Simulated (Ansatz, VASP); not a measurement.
**Cu3B: VASP beside Ansatz**

```
CELL_PARAMETERS angstrom
2.58534 0.00000 0.00000
-1.29267 2.23897 0.00000
0.00000 0.00000 7.31178
ATOMIC_POSITIONS crystal
Cu 0.66667 0.33333 0.50000
Cu 0.33333 0.66667 0.20764
Cu 0.33333 0.66667 0.79236
B 0.66667 0.33333 0.00000
```

Change from the starting cell: species swapped into the GaAg3 type (P-6m2, No. 187).

Alike in both runs: functional PBE; k mesh 9 × 9 × 3; occupations gaussian, width 0.2 eV; no spin polarisation.

Ansatz relaxed the structure, and its values are those at the end. VASP's run is a single point on that final structure, the one shown.

|  | VASP | Ansatz |
| --- | --- | --- |
| version | VASP 6.6.1 | Ansatz 0.2.0 |
| potentials or method | VASP PAW PBE potentials, release 64 (Cu, B), cutoff 600 eV | scalar-relativistic, plane waves, PAW |
| valence electrons in the cell | 36 | 60 |

Ansatz gave:

```
gap on the k mesh at the Fermi level (eV) : none
pressure (GPa)                            : 0.0
rms of the force components (eV/Å)        : 0.012
```

Estimate VASP's values.

gap on the k mesh at the Fermi level (eV): none; pressure (GPa): 0.7; rms of the force components (eV/Å): 0.000.

A gap of «none» marks a metal or a gap that the smearing closes. VASP's potentials hold 36 valence electrons a cell and Ansatz's 60, so a difference there can come from the potentials and not from the codes.
